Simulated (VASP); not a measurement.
## SiTe3: single point with PBE

The system is SiTe3.

```
Si Te
1.0
     5.97503    0.00000    0.00000
     0.00000    5.97503    0.00000
     0.00000    0.00000    5.97503
Si Te
2 6
Cartesian
  0.0000 0.0000 0.0000
  2.9875 2.9875 2.9875
  1.4938 0.0000 2.9875
  2.9875 4.4813 0.0000
  4.4813 0.0000 2.9875
  2.9875 1.4938 0.0000
  0.0000 2.9875 4.4813
  0.0000 2.9875 1.4938
```

```
Program                : VASP 6.6.1
Task                   : single point
Functional             : PBE
Potentials or basis    : VASP PAW PBE potentials, release 64 (Si, Te)
Cutoff                 : 520 eV
k mesh                 : 6 × 6 × 6
Occupations            : gaussian, width 0.1 eV
Spin                   : no spin polarisation
Dipole correction      : no
Further INCAR settings : ALGO = Normal; EDIFF = 1e-06; NBANDS = 32
```

* Pressure: -0.1 GPa
* Band gap on the k mesh: zero (band 22 reaches 7.54 eV, above the bottom of band 23 at 6.73 eV)

Levels at points of the mesh, in eV from the Fermi level:
```csv
k point,band 19,band 20,band 21,band 22,band 23,band 24,band 25,band 26
"(0.00, 0.00, 0.00)",-2.12,-2.12,-0.05,-0.05,-0.05,1.47,1.47,1.47
"(0.50, 0.00, 0.00)",-1.30,-1.30,-0.61,-0.61,0.48,0.48,1.11,1.11
"(0.50, 0.50, 0.00)",-1.52,-0.46,0.15,0.15,0.43,0.62,0.62,0.71
"(0.50, 0.50, 0.50)",-0.84,-0.84,-0.84,-0.84,-0.66,-0.66,-0.66,-0.66
```

Run time: 55 s on 1 thread of Intel(R) Xeon(R) Platinum 8559C (Emerald Rapids), with other jobs on the host, peak memory 0.37 GiB.

Caveat: spin-orbit coupling is left out, which moves the levels of the heavy elements.
